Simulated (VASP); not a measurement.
Write the native input for VASP 6.6.1 that does the following.

* Task: single point
* Functional: PBE
* Potentials or basis: VASP PAW PBE potentials, release 64 (Sn_d, Ge_d, O)
* Cutoff: 520 eV
* k mesh: 8 × 8 × 4
* Occupations: gaussian, width 0.02 eV
* Spin: no spin polarisation
* Dipole correction: no
* Further INCAR settings: ALGO = Normal; EDIFF = 1e-06; NBANDS = 50

The structure of Sn3GeO4 lies in POSCAR:

```
Sn3GeO4
1.0
    2.7162677000     -2.7086529000      0.0000000000
    2.7162677000      2.7086529000      0.0000000000
   -0.0998158000      0.0000000000      9.8755503000
Sn Ge O
3 1 4
Direct
    0.2567350000      0.2567350000      0.8740750000
    0.2500450000      0.2500450000      0.3582300000
    0.7521810000      0.7521810000      0.6366740000
    0.7086680000      0.7086680000      0.1395410000
    0.2706330000      0.7535850000      0.2405900000
    0.7542680000      0.2538830000      0.7551500000
    0.2538830000      0.7542680000      0.7551500000
    0.7535850000      0.2706330000      0.2405900000
```

The input as run:

INCAR

```
PREC     = Accurate       # precision mode
ENCUT    = 520            # plane-wave cutoff, eV
EDIFF    = 1E-6           # SCF threshold, eV
ISMEAR   = 0              # smearing method
SIGMA    = 0.02           # smearing width, eV
LREAL    = F              # projectors in reciprocal space
LASPH    = T              # aspherical terms in the spheres
NELM     = 100            # most SCF steps
ALGO     = Normal         # electronic algorithm
ISIF     = 2              # what is computed and relaxed
LWAVE    = F              # write WAVECAR
LCHARG   = F              # write CHGCAR
GGA      = PE             # functional
NBANDS   = 50             # bands
KPAR     = 4
```

KPOINTS

```
regular mesh
0
Gamma
  8 8 4
```

Potentials or basis: VASP PAW PBE potentials, release 64 (Sn_d, Ge_d, O).

Launch:

```console
$ cat potpaw_PBE.64/Sn_d/POTCAR potpaw_PBE.64/Ge_d/POTCAR potpaw_PBE.64/O/POTCAR > POTCAR
$ mpirun -np 4 vasp_std > vasp.out
```

It gave:

The pressure is 0.2 GPa. The largest force is 0.078 eV/Å and the band gap on the k mesh is 0.88 eV (least direct gap 1.68 eV).

Caveat: spin-orbit coupling is left out, which moves the levels of the heavy elements.

Wall time 2.4 min on 4 MPI ranks on Intel(R) Xeon(R) Platinum 8375C CPU @ 2.90GHz (Ice Lake), on a shared host, peak memory 0.59 GiB a rank.
